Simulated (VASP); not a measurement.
The system is Zr2B3.

```xyz
5
Lattice="3.6947 0.0000 0.0000 -1.8473 3.1997 0.0000 0.0000 0.0000 4.5951" Properties=species:S:1:pos:R:3 pbc="T T T"
Zr    1.8473    1.0666    1.4781
Zr    0.0000    2.1331    3.1170
B     1.8473    1.0666    3.7062
B     0.0000    2.1331    0.8890
B     0.0000    0.0000    0.0000
```

The cell was generated, and may not be a known phase.

| Item | Value |
| --- | --- |
| Program | VASP 6.6.1 |
| Task | relaxation of cell and atoms |
| Functional | PBE |
| Potentials or basis | VASP PAW PBE potentials, release 64 (Zr_sv, B) |
| Cutoff | 600 eV |
| k mesh | 6 × 6 × 4 |
| Occupations | gaussian, width 0.1 eV |
| Spin | no spin polarisation |

At the start: pressure 43.7 GPa; volume 10.86 Å³/atom.

Question: How do energy, volume and symmetry change on relaxing?

Answer: Over 19 steps the energy falls by 690.3 meV/atom and the volume is 13.59 Å³/atom (+25.0 %); space group P-3m1 (No. 164, to 0.1 Å) before and after.

Step by step:
```tsv
step	energy change (eV)	largest force (eV/Å)	pressure (GPa)	volume (Å³)
1	0.0000	6.1844	43.75	54.32
2	-1.7185	0.9458	-17.19	80.81
3	-2.5932	1.1358	-4.53	67.78
4	-2.5980	1.1245	-3.65	67.29
5	-2.5992	1.1115	-2.80	66.83
6	-2.7600	0.9294	1.98	65.37
7	-2.7837	0.8226	5.08	64.55
8	-2.8903	0.8478	4.59	65.10
9	-3.1529	0.9119	2.80	66.75
10	-3.0448	2.6990	-0.81	70.07
11	-3.2284	1.4720	1.25	68.04
12	-3.3872	0.8416	-2.45	69.36
13	-3.4108	0.4409	-3.97	70.09
14	-3.4459	0.1327	0.53	67.85
15	-3.4472	0.0773	-0.20	68.19
16	-3.4508	0.0523	-0.08	68.09
17	-3.4508	0.0491	-0.07	68.08
18	-3.4511	0.0445	0.01	68.03
19	-3.4514	0.0337	0.20	67.93
```

Final structure:
```cif
data_structure
_symmetry_space_group_name_H-M 'P 1'
_symmetry_Int_Tables_number 1
_cell_length_a 3.9706
_cell_length_b 3.9706
_cell_length_c 4.9749
_cell_angle_alpha 90.000
_cell_angle_beta 90.000
_cell_angle_gamma 120.000
_cell_volume 67.93
loop_
_atom_site_label
_atom_site_type_symbol
_atom_site_fract_x
_atom_site_fract_y
_atom_site_fract_z
_atom_site_occupancy
Zr1 Zr 0.66667 0.33333 0.24805 1
Zr2 Zr 0.33333 0.66667 0.75195 1
B1 B 0.66667 0.33333 0.73710 1
B2 B 0.33333 0.66667 0.26290 1
B3 B 0.00000 0.00000 0.00000 1
```

Caveat: the volume moved by over 15 % at a fixed basis, so the end points are rough.
